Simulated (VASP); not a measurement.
Write the native input for VASP 6.6.1 that does the following.

| Item | Value |
| --- | --- |
| Task | single point |
| Functional | PBE |
| Dispersion | D3(BJ) |
| Potentials or basis | VASP PAW PBE potentials, release 64 (Y_sv) |
| Cutoff | 520 eV |
| k mesh | 15 × 15 × 8 |
| Occupations | gaussian, width 0.1 eV |
| Spin | no spin polarisation |
| Dipole correction | no |
| Further INCAR settings | ALGO = Fast; EDIFF = 1e-07; NBANDS = 18 |

The structure of Y lies in POSCAR:

```
Y
1.0
    3.6045689884      0.0000000000      0.0000000000
   -1.8022844942      3.1216483136      0.0000000000
    0.0000000000      0.0000000000      5.5926298469
Y
2
Direct
    0.3333333333      0.6666666667      0.2500000000
    0.6666666667      0.3333333333      0.7500000000
```

The input as run:

INCAR

```
SYSTEM = Y
ALGO     = Fast           ! electronic algorithm
EDIFF    = 1E-7           ! SCF threshold, eV
ENCUT    = 520            ! plane-wave cutoff, eV
GGA      = PE             ! functional
ISIF     = 2              ! what is computed and relaxed
ISMEAR   = 0              ! smearing method
IVDW     = 12             ! dispersion correction
LASPH    = .True.         ! aspherical terms in the spheres
LCHARG   = .True.         ! write CHGCAR
LELF     = .True.         ! ELF
LREAL    = .False.        ! projectors in reciprocal space
LVHAR    = .True.       
LWAVE    = .False.        ! write WAVECAR
NBANDS   = 18             ! bands
NELM     = 100            ! most SCF steps
PREC     = Accurate       ! precision mode
SIGMA    = 0.1            ! smearing width, eV
```

KPOINTS

```
k-points
0
Gamma
  15 15 8
  0 0 0
```

Potentials or basis: VASP PAW PBE potentials, release 64 (Y_sv).

The run is started by

```bash
$ cat potpaw_PBE.64/Y_sv/POTCAR > POTCAR
$ mpirun -np 1 vasp_std > vasp.out
```

It gave:

```yaml
Pressure: -0.1 GPa
Band_gap_on_the_k_mesh: zero (bands 11 and 12 overlap by 1.56 eV)
Dispersion_energy_per_atom: -0.350 eV
```

Run time: 6.5 min on 1 thread of Intel Xeon 8259CL, on a shared host, peak memory 0.3 GiB.
